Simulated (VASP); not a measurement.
Here is a VASP 6.6.1 calculation.

Contents of INCAR:

```
SYSTEM = BN
ALGO = Normal ; EDIFF = 1E-6
ENCUT = 520 ; GGA = PE
ISIF = 2 ; ISMEAR = 0
LASPH = .TRUE. ; LCHARG = .FALSE.
LREAL = .FALSE. ; LWAVE = .FALSE.
NBANDS = 16 ; NELM = 80
PREC = Accurate ; SIGMA = 0.022
```

Contents of KPOINTS:

```
k-points
0
G
  12 12 6
  0 0 0
```

The input POSCAR:

```
BN
1.0
    2.5539396017      0.0000000000      0.0000000000
   -1.2769698009      2.2117765748      0.0000000000
    0.0000000000      0.0000000000      4.2268550000
N B
2 2
Direct
    0.3333333333      0.6666666667      0.1252760000
    0.6666666667      0.3333333333      0.6252760000
    0.3333333333      0.6666666667      0.4997240000
    0.6666666667      0.3333333333      0.9997240000
```

Potentials or basis: VASP PAW PBE potentials, release 64 (N, B).

Run with:

```bash
$ cat potpaw_PBE.64/N/POTCAR potpaw_PBE.64/B/POTCAR > POTCAR
$ mpirun -np 1 vasp_std > vasp.out
```

**Question.** Estimate the band gap on the k mesh.

**Answer.** 5.20 eV, indirect (least direct gap 8.23 eV).

**Question.** What does it give for the largest force?

**Answer.** 0.014 eV/Å.

**Question.** What does it give for the pressure?

**Answer.** 0.2 GPa.

Stress tensor (GPa, compression positive):
```
 0.45  0.00  0.00
 0.00  0.45  0.00
 0.00  0.00 -0.32
```

A k mesh can miss the band edges. Expect the measured gap to be larger: semilocal functionals such as PBE lack the derivative discontinuity.
